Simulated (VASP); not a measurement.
# SrIrSe3: single point with LDA

Crystal: SrIrSe3.

```xyz
5
Lattice="4.9017 0.0000 0.0000 0.0000 4.9017 0.0000 0.0000 0.0000 4.9017" Properties=species:S:1:pos:R:3 pbc="T T T"
Sr    0.0000    0.0000    0.0000
Ir    2.4509    2.4509    2.4509
Se    2.4509    2.4509    0.0000
Se    0.0000    2.4509    2.4509
Se    2.4509    0.0000    2.4509
```

| Item | Value |
| --- | --- |
| Program | VASP 6.6.1 |
| Task | single point |
| Functional | LDA |
| Potentials or basis | VASP PAW LDA potentials, release 64 (Sr_sv, Ir, Se) |
| Cutoff | 520 eV |
| k mesh | 6 × 6 × 6 |
| Occupations | fermi-dirac, width 0.1 eV |
| Spin | no spin polarisation |
| Dipole correction | no |
| Further INCAR settings | ALGO = Normal; EDIFF = 1e-06; NBANDS = 26 |

| Property | Result |
| --- | --- |
| Pressure | 0.6 GPa |
| Band gap on the k mesh | zero (an odd number of electrons rules out a gap without spin polarisation) |

Levels at points of the mesh, in eV from the Fermi level:
```
           k point  band 15  band 16  band 17  band 18  band 19  band 20  band 21  band 22
(0.00, 0.00, 0.00)    -1.24    -1.24    -1.15    -1.15    -0.32    -0.32    -0.32     1.16
(0.50, 0.00, 0.00)    -2.21    -1.09    -0.81    -0.81     0.30     0.30     0.42     3.82
(0.50, 0.50, 0.00)    -2.18    -0.46    -0.46     0.07     0.07     0.25     4.06     4.49
(0.50, 0.50, 0.50)    -0.12    -0.12     0.42     0.42     0.42     2.35     3.88     3.88
```

Wall time 2.1 min on 1 thread of Intel Xeon 8259CL (shared host), peak memory 0.22 GiB.

Caveat: spin-orbit coupling is left out, which moves the levels of the heavy elements; an odd number of electrons without spin polarisation forces a metal; a magnetic or distorted state may lie lower.
